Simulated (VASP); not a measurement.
The system is ScAl7N8.

```
Al Sc N
1.0
     6.30000    0.00000    0.00000
    -3.15000    5.45596    0.00000
     0.00000    0.00000    5.00000
Al Sc N
7 1 8
Direct
  0.33333 0.16667 0.50000
  0.16667 0.83333 0.00000
  0.33333 0.66667 0.50000
  0.66667 0.33333 0.00000
  0.83333 0.16667 0.50000
  0.66667 0.83333 0.00000
  0.83333 0.66667 0.50000
  0.16667 0.33333 0.00000
  0.16667 0.33333 0.38200
  0.33333 0.16667 0.88200
  0.16667 0.83333 0.38200
  0.33333 0.66667 0.88200
  0.66667 0.33333 0.38200
  0.83333 0.16667 0.88200
  0.66667 0.83333 0.38200
  0.83333 0.66667 0.88200
```

```yaml
Program: VASP 6.6.1
Task: relaxation of cell and atoms
Functional: PBE
Potentials_or_basis: VASP PAW PBE potentials, release 64 (Al, Sc_sv, N)
Cutoff: 600 eV
k_mesh: 4 × 4 × 5
Occupations: gaussian, width 0.01 eV
Spin: no spin polarisation
```

At the start: pressure 8.1 GPa; volume 10.74 Å³/atom.

Problem. How do energy, volume and symmetry change on relaxing?

Solution. Over 12 steps the energy falls by 64.8 meV/atom and the volume is 11.08 Å³/atom (+3.2 %); space group P3m1 (No. 156, to 0.1 Å) before and after.

The path:
| step | energy change (eV) | largest force (eV/Å) | pressure (GPa) | volume (Å³) |
| --- | --- | --- | --- | --- |
| 1 | 0.0000 | 3.7810 | 8.12 | 171.86 |
| 2 | -0.6582 | 1.3654 | -7.83 | 185.77 |
| 3 | -0.9546 | 0.6356 | -2.83 | 180.31 |
| 4 | -1.0299 | 0.1539 | 1.03 | 176.39 |
| 5 | -1.0310 | 0.1997 | 0.61 | 176.80 |
| 6 | -1.0358 | 0.0602 | -0.14 | 177.46 |
| 7 | -1.0358 | 0.0660 | -0.10 | 177.43 |
| 8 | -1.0365 | 0.0297 | -0.03 | 177.34 |
| 9 | -1.0366 | 0.0331 | 0.00 | 177.30 |
| 10 | -1.0368 | 0.0189 | 0.02 | 177.28 |
| 11 | -1.0368 | 0.0168 | 0.02 | 177.28 |
| 12 | -1.0368 | 0.0055 | -0.02 | 177.32 |

Final structure:
```
Al Sc N
1.0
     6.36837    0.00000    0.00000
    -3.18419    5.51517    0.00000
     0.00000    0.00000    5.04845
Al Sc N
7 1 8
Cartesian
  1.6228 0.9015 2.5315
  -1.5854 4.5998 5.0422
  0.0000 3.7122 2.5315
  3.1842 1.8307 5.0422
  4.7456 0.9015 2.5315
  1.5854 4.5998 5.0422
  3.1842 3.6768 2.5142
  0.0000 1.8384 5.0080
  0.0000 1.8384 2.0973
  1.6956 0.8594 4.4261
  -1.5985 4.5923 1.9159
  0.0000 3.7963 4.4261
  3.1842 1.8458 1.9159
  4.6728 0.8594 4.4261
  1.5985 4.5923 1.9159
  3.1842 3.6768 4.4490
```
